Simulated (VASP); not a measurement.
Wanted: the native input for a VASP 6.6.1 run.

- Task: single point
- Functional: r2SCAN
- Potentials or basis: VASP PAW PBE potentials, release 64 (C_h)
- Cutoff: 910 eV
- k mesh: 12 × 12 × 12
- Occupations: gaussian, width 0.05 eV
- Spin: no spin polarisation
- Dipole correction: no
- Second run: hard_potentials
- Further INCAR settings: ALGO = Normal; EDIFF = 1e-06; NBANDS = 11

The system is C.

```
C
1.0
     0.00000    1.78237    1.78237
     1.78014    0.00223    1.78014
     1.78014    1.78014    0.00223
C
2
Direct
  0.50000 0.50000 0.50000
  0.75000 0.75000 0.75000
```

This cell differs from its parent crystal: strain +0.0025 x Voigt [0, 0, 0, 1, 0, 0].

One way to write it, as run:

POSCAR

```
C
1.0
    0.0000000000      1.7823668848      1.7823668848
    1.7801417077      0.0022251771      1.7801417077
    1.7801417077      1.7801417077      0.0022251771
C
2
Direct
    0.5000000000      0.5000000000      0.5000000000
    0.7500000000      0.7500000000      0.7500000000
```

INCAR.step1

```
PREC = Accurate ; ENCUT = 910
ISMEAR = 0 ; SIGMA = 0.05
LREAL = False ; LASPH = True
NELM = 120 ; NBANDS = 11
GGA = PE ; ALGO = Normal
EDIFF = 1E-5 ; LWAVE = True
LCHARG = False ; GGA_COMPAT = False
```

INCAR.step2

```
PREC = Accurate ; ENCUT = 910
EDIFF = 1E-6 ; ISMEAR = 0
SIGMA = 0.05 ; LREAL = False
LASPH = True ; NELM = 120
ALGO = Normal ; ISIF = 2
LWAVE = False ; LCHARG = True
METAGGA = R2SCAN ; LMIXTAU = True
LELF = True ; LVHAR = True
NBANDS = 11 ; ISTART = 1
GGA_COMPAT = False
```

KPOINTS

```
regular mesh
0
Gamma
  12 12 12
```

Potentials or basis: VASP PAW PBE potentials, release 64 (C_h).

The run is started by

```console
$ cat potpaw_PBE.64/C_h/POTCAR > POTCAR
$ cp INCAR.step1 INCAR
$ mpirun -np 1 vasp_std > vasp.out
$ cp INCAR.step2 INCAR
$ mpirun -np 1 vasp_std > vasp.out
```

It gave:

| Quantity | Value |
| --- | --- |
| Pressure | -0.8 GPa |
| Largest force | 0.005 eV/Å |
| Band gap on the k mesh | 4.39 eV, indirect (least direct gap 5.86 eV) |

Caveat: the cell differs from its parent crystal (strain +0.0025 x Voigt [0, 0, 0, 1, 0, 0]); the cutoff is under 1.25 times the usual one of these potentials, so pressure, stress and relaxed cells hold a basis-set (Pulay) error; the PAW data sets were made with another functional, which shifts forces and pressure a little.

Run time: 4.8 min on 1 thread of Intel(R) Xeon(R) Platinum 8259CL CPU @ 2.50GHz (Skylake/Cascade Lake), with other jobs on the host, peak memory 0.2 GiB.
